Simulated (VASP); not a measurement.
# Mg3Zn2O (P6/mmm) in VASP: notebook

Mg3Zn2O is run at these levels: PBE; tasks: single point, relaxation of cell and atoms.

Program: VASP 6.6.1. These are calculated values, not measurements. Logs are shortened: lines on timing, memory, paths and dates and some standing lists are left out, and cuts for length are marked.

**1. The cell of the first run**

It takes space group P6/mmm (No. 191, hexagonal). The conventional cell has a = 5.553 Å, b = 5.553 Å, c = 3.178 Å, α = 90.00°, β = 90.00°, γ = 120.00°. Mg (site symmetry mmm) has 4 Zn at 2.26 Å and 4 Mg at 2.78 Å within 3.0 Å. Zn (site symmetry -6m2) has 6 Mg at 2.26 Å within 3.0 Å. Within 4.2 Å of O (site symmetry 6/mmm) lie 2 O at 3.18 Å and 12 Mg at 3.20 Å and 6 Zn at 3.21 Å.

The cell was built from a structure type or drawn by symmetry, and may not be a known phase.

**2. Single point, PBE**

INCAR reads:

```
SYSTEM = Mg3Zn2O
PREC = Accurate ; ENCUT = 520
EDIFF = 1E-6 ; ISMEAR = 0
SIGMA = 0.1 ; LREAL = .False.
LASPH = .True. ; NELM = 100
ALGO = Normal ; ISIF = 2
LWAVE = .False. ; LCHARG = .True.
GGA = PE ; LELF = .True.
LVHAR = .True. ; NBANDS = 27
```

KPOINTS reads:

```
regular mesh
0
Gamma
  6 6 6
  0 0 0
```

POSCAR reads:

```
Mg3Zn2O
1.0
    5.5527431900      0.0000000000      0.0000000000
   -2.7763716000      4.8088166700      0.0000000000
    0.0000000000      0.0000000000      3.1775222800
Mg Zn O
3 2 1
Direct
    0.5000000000      0.0000000000      0.5000000000
    0.5000000000      0.5000000000      0.5000000000
    0.0000000000      0.5000000000      0.5000000000
    0.3333333300      0.6666666700      0.0000000000
    0.6666666700      0.3333333300      0.0000000000
    0.0000000000      0.0000000000      0.0000000000
```

Potentials or basis: VASP PAW PBE potentials, release 64 (Mg, Zn, O).

The run is started by

```console
cat potpaw_PBE.64/Mg/POTCAR potpaw_PBE.64/Zn/POTCAR potpaw_PBE.64/O/POTCAR > POTCAR
mpirun -np 1 vasp_std > vasp.out
```

OUTCAR:

```text
SYSTEM = Mg3Zn2O
   PREC = Accurate
   ENCUT = 520
   EDIFF = 1E-6
   ISMEAR = 0
   LREAL = .False.
   LASPH = .True.
   NELM = 100
   ISIF = 2
   GGA = PE

 ion  position               nearest neighbor table
   1  0.500  0.000  0.500-   4 2.26   5 2.26   4 2.26   5 2.26   3 2.78   3 2.78   2 2.78   2 2.78

   2  0.500  0.500  0.500-   4 2.26   5 2.26   4 2.26   5 2.26   3 2.78   3 2.78   1 2.78   1 2.78

   3  0.000  0.500  0.500-   4 2.26   5 2.26   4 2.26   5 2.26   2 2.78   2 2.78   1 2.78   1 2.78

   4  0.333  0.667  0.000-   3 2.26   3 2.26   1 2.26   1 2.26   2 2.26   2 2.26
   5  0.667  0.333  0.000-   3 2.26   3 2.26   1 2.26   1 2.26   2 2.26   2 2.26
   6  0.000  0.000  0.000-

  LATTYP: Found a hexagonal cell.
 ALAT       =     5.5527431900
 C/A-ratio  =     0.5722436949

  Lattice vectors:

 A1 = (   5.5527431900,   0.0000000000,   0.0000000000)
 A2 = (  -2.7763716000,   4.8088166700,   0.0000000000)
 A3 = (   0.0000000000,   0.0000000000,   3.1775222800)

Analysis of symmetry for initial positions (statically):
=====================================================================
 Subroutine PRICEL returns:
 Original cell was already a primitive cell.

 Routine SETGRP: Setting up the symmetry group for a
 hexagonal supercell.

 Subroutine GETGRP returns: Found 24 space group operations
 (whereof 24 operations were pure point group operations)
 out of a pool of 24 trial point group operations.

The static configuration has the point symmetry D_6h.

Analysis of symmetry for dynamics (positions and initial velocities):
=====================================================================
 Subroutine PRICEL returns:
 Original cell was already a primitive cell.

 Routine SETGRP: Setting up the symmetry group for a
 hexagonal supercell.

 Subroutine GETGRP returns: Found 24 space group operations
 (whereof 24 operations were pure point group operations)
 out of a pool of 24 trial point group operations.

The dynamic configuration has the point symmetry D_6h.

 Subroutine INISYM returns: Found 24 space group operations
 (whereof 24 operations are pure point group operations),
 and found     1 'primitive' translations

----------------------------------------------------------------------------------------

                                     Primitive cell

  volume of cell :      84.8466

  direct lattice vectors                    reciprocal lattice vectors
     5.552743190  0.000000000  0.000000000     0.180091167  0.103975684  0.000000000
    -2.776371600  4.808816670  0.000000000     0.000000000  0.207951367  0.000000000
     0.000000000  0.000000000  3.177522280     0.000000000  0.000000000  0.314710618

  length of vectors
     5.552743190  5.552743198  3.177522280     0.207951367  0.207951367  0.314710618

  position of ions in fractional coordinates (direct lattice)
     0.500000000  0.000000000  0.500000000
     0.500000000  0.500000000  0.500000000
     0.000000000  0.500000000  0.500000000
     0.333333330  0.666666670  0.000000000
     0.666666670  0.333333330  0.000000000
     0.000000000  0.000000000  0.000000000

  ion indices of the primitive-cell ions
   primitive index   ion index
                 1           1
                 2           2
                 3           3
                 4           4
                 5           5
                 6           6

----------------------------------------------------------------------------------------

 KPOINTS: regular mesh

Automatic generation of k-mesh.
 Grid dimensions read from file:
 generate k-points for:    6    6    6

 Generating k-lattice:

  Cartesian coordinates                     Fractional coordinates (reciprocal lattice)
     0.030015194  0.017329281  0.000000000     0.166666667  0.000000000  0.000000000
     0.000000000  0.034658561  0.000000000     0.000000000  0.166666667  0.000000000
     0.000000000  0.000000000  0.052451770     0.000000000  0.000000000  0.166666667

  Length of vectors
     0.034658561  0.034658561  0.052451770

  Shift w.r.t. Gamma in fractional coordinates (k-lattice)
     0.000000000  0.000000000  0.000000000

 Subroutine IBZKPT returns following result:
 ===========================================

 Found     28 irreducible k-points:

 Following reciprocal coordinates:
            Coordinates               Weight
  0.000000  0.000000  0.000000      1.000000
  0.166667 -0.000000  0.000000      6.000000
  0.333333 -0.000000  0.000000      6.000000
  0.500000 -0.000000  0.000000      3.000000
  0.166667  0.166667  0.000000      6.000000
  0.333333  0.166667  0.000000     12.000000
[... 16 lines left out ...]
  0.166667 -0.000000  0.500000      6.000000
  0.333333 -0.000000  0.500000      6.000000
 [... further k-points ...]
   k-points           NKPTS =     28   k-points in BZ     NKDIM =     28   number of bands    NBANDS=     27
   number of dos      NEDOS =    301   number of ions     NIONS =      6
   total plane-waves  NPLWV =  42336
   dimension x,y,z NGX =    42 NGY =   42 NGZ =   24
   dimension x,y,z NGXF=    84 NGYF=   84 NGZF=   48
   ions per type =               3   2   1
   NGX,Y,Z   is equivalent  to a cutoff of  12.57, 12.57, 12.56 a.u.
   NGXF,Y,Z  is equivalent  to a cutoff of  25.15, 25.15, 25.11 a.u.
 SYSTEM =  Mg3Zn2O
   PREC   = accura    normal or accurate (medium, high low for compatibility)
   ISTART =      0    job   : 0-new  1-cont  2-samecut
   ICHARG =      2    charge: 1-file 2-atom 10-const
   ISPIN  =      1    spin polarized calculation?
   LNONCOLLINEAR =      F non collinear calculations
   LSORBIT =      F    spin-orbit coupling
   LASPH  =      T    aspherical Exc in radial PAW
   ENCUT  =  520.0 eV  38.22 Ry    6.18 a.u.  10.32 10.32  5.91*2*pi/ulx,y,z
   NELM   =    100;   NELMIN=  2; NELMDL= -5     # of ELM steps
   EDIFF  = 0.1E-05   stopping-criterion for ELM
   LREAL  =      F    real-space projection
   EDIFFG = 0.1E-04   stopping-criterion for IOM
   NSW    =      0    number of steps for IOM
   IBRION =     -1    ionic relax: 0-MD 1-quasi-New 2-CG
   NFREE  =      0    steps in history (QN), initial steepest desc. (CG)
   ISIF   =      2    stress and relaxation
   ISYM   =      2    0-nonsym 1-usesym 2-fastsym
   POTIM  = 0.5000    time-step for ionic-motion
   TEBEG  =    0.0;   TEEND  =   0.0 temperature during run
   PSTRESS=    0.0 pullay stress
   NELECT =      36.0000    total number of electrons
   NUPDOWN=      -1.0000    fix difference up-down
   EMIN   =  10.00;   EMAX   =-10.00  energy-range for DOS
   EFERMI =   0.00;   METHOD = LEGACY
   ISMEAR =     0;   SIGMA  =   0.10  broadening in eV -4-tet -1-fermi 0-gaus
   EFERMI_NEDOS =   21; number of points for ismear=-14 and -15
   IALGO  =     38    algorithm
   IMIX   =      4    mixing-type and parameters
     AMIX     =   0.40;   BMIX     =  1.00
     AMIX_MAG =   1.60;   BMIX_MAG =  1.00
  volume/ion in A,a.u.               =      14.14        95.43
  Fermi-wavevector in a.u.,A,eV,Ry     =   1.230167  2.324679 20.589856  1.513312
  Thomas-Fermi vector in A             =   2.365026
   LORBIT       =      0    0 simple, 1 ext, 2 COOP (PROOUT), +10 PAW based schemes
   GGA     = PE    functional components
   LHFCALC =     F    Hartree Fock is set to
   AEXX    =    0.0000 exact exchange contribution
   IVDW    =     0    specifies the selected vdW correction
   LEPSILON=     F    determine dielectric tensor
   LRPA    =     F    only Hartree local field effects (RPA)
 non-spin polarized calculation
 Gauss-broadening in eV      SIGMA  =   0.10
  energy-cutoff  :      520.00
  volume of cell :       84.85
 maximum number of plane-waves:      2308
 NGX is ok and might be reduce to    42
   NGX = 21   NGY = 21   NGZ = 11

 number of electron      35.9999989 magnetization

 Free energy of the ion-electron system (eV)
  ---------------------------------------------------
  ext. energy  EPLUGINS =         0.00000000
  ---------------------------------------------------
  free energy    TOTEN  =        -4.50088319 eV

  energy without entropy =       -4.49044291  energy(sigma->0) =       -4.49566305

 E-fermi :   3.3868     XC(G=0): -10.3218

 val. band max:        3.3294660944   @ k =   0.5000  -0.0000   0.1667
 cond. band min:       3.4844195937   @ k =   0.3333  -0.0000   0.3333
 fundamental gap:      0.1549534993
 Fermi energy:         3.3867525093

 k-point     1 :       0.0000    0.0000    0.0000
  band No.  band energies     occupation
      1     -12.3715      2.00000
      2      -6.2730      2.00000
      3      -5.7956      2.00000
      4      -5.3597      2.00000
      5      -5.3597      2.00000
      6      -5.3326      2.00000
[... 19 lines left out ...]
     26      12.9070      0.00000
     27      14.1627      0.00000

 k-point     2 :       0.1667   -0.0000    0.0000
  band No.  band energies     occupation
      1     -12.3654      2.00000
      2      -6.2376      2.00000
      3      -5.8117      2.00000
      4      -5.3630      2.00000
      5      -5.3603      2.00000
      6      -5.3337      2.00000
[... 19 lines left out ...]
     26      11.9021      0.00000
     27      14.4999      0.00000

 k-point     3 :       0.3333   -0.0000    0.0000
  band No.  band energies     occupation
      1     -12.3534      2.00000
      2      -6.1446      2.00000
      3      -5.8574      2.00000
      4      -5.3696      2.00000
      5      -5.3683      2.00000
      6      -5.3616      2.00000
[... 19 lines left out ...]
     26      11.0549      0.00000
     27      14.1894      0.00000

 k-point     4 :       0.5000   -0.0000    0.0000
  band No.  band energies     occupation
      1     -12.3475      2.00000
      2      -6.0752      2.00000
      3      -5.8987      2.00000
      4      -5.3708      2.00000
      5      -5.3705      2.00000
      6      -5.3658      2.00000
[... 19 lines left out ...]
     26      12.3842      0.00000
     27      12.6275      0.00000
[... 516 lines left out ...]
      4      -5.4608      2.00000
      5      -5.4608      2.00000
      6      -5.2796      2.00000
[... 19 lines left out ...]
     26       7.8634      0.00000
     27      10.8941      0.00000

 k-point    23 :       0.1667   -0.0000    0.5000
  band No.  band energies     occupation
      1     -12.1349      2.00000
      2      -5.6358      2.00000
      3      -5.6263      2.00000
      4      -5.4745      2.00000
      5      -5.4567      2.00000
      6      -5.2989      2.00000
[... 19 lines left out ...]
     26       8.3839      0.00000
     27      10.9345      0.00000

 k-point    24 :       0.3333   -0.0000    0.5000
  band No.  band energies     occupation
      1     -12.1302      2.00000
      2      -5.6447      2.00000
      3      -5.6158      2.00000
      4      -5.5020      2.00000
      5      -5.4490      2.00000
      6      -5.3215      2.00000
[... 19 lines left out ...]
     26       9.2733      0.00000
     27      11.6203      0.00000

 [... further k-points ...]
[... 5 lines left out ...]
  --------------------------------------------------------------------------------------
  -------------------------------------------------------------------------------------
  Total       16.4594980     16.4594981     32.8449928     -0.0000000     -0.0000000      0.0000000
  in kB      310.8084052    310.8084061    620.2193912     -0.0000003     -0.0000000      0.0000000
  external PRESSURE =     413.9454008 kB  Pullay stress =       0.0000000 kB

 VOLUME and BASIS-vectors are now :
 -----------------------------------------------------------------------------
  energy-cutoff  :      520.00
  volume of cell :       84.85
      direct lattice vectors                 reciprocal lattice vectors
     5.552743190  0.000000000  0.000000000     0.180091167  0.103975684  0.000000000
    -2.776371600  4.808816670  0.000000000     0.000000000  0.207951367  0.000000000
     0.000000000  0.000000000  3.177522280     0.000000000  0.000000000  0.314710618

 POSITION                                       TOTAL-FORCE (eV/Angst)
 -----------------------------------------------------------------------------------
      2.77637      0.00000      1.58876        -0.000000      0.000000      0.000000
      1.38819      2.40441      1.58876        -0.000000      0.000000      0.000000
     -1.38819      2.40441      1.58876        -0.000000      0.000000      0.000000
     -0.00000      3.20588      0.00000        -0.000000      0.000000      0.000000
      2.77637      1.60294      0.00000         0.000000      0.000000     -0.000000
      0.00000      0.00000      0.00000        -0.000000      0.000000      0.000000
 -----------------------------------------------------------------------------------
    total drift:                                0.000000     -0.000000      0.000000

  FREE ENERGIE OF THE ION-ELECTRON SYSTEM (eV)
  ---------------------------------------------------
  free  energy   TOTEN  =        -4.5008831916 eV

  energy  without entropy=       -4.4904429104  energy(sigma->0) =       -4.49566305
```

It took 82 s on 1 thread of Intel Xeon 6975P-C (Granite Rapids), shared host; peak memory 0.23 GiB.

What came out:

```
Free energy            : -4.5009 eV
Pressure               : 41.4 GPa
Band gap on the k mesh : zero (bands 18 and 19 overlap by 2.10 eV)
```

Stress tensor (GPa, compression positive):
```
31.08  0.00  0.00
 0.00 31.08  0.00
 0.00  0.00 62.02
```

Caveat: the cell stands under pressure.

[end of part 1 of 3]
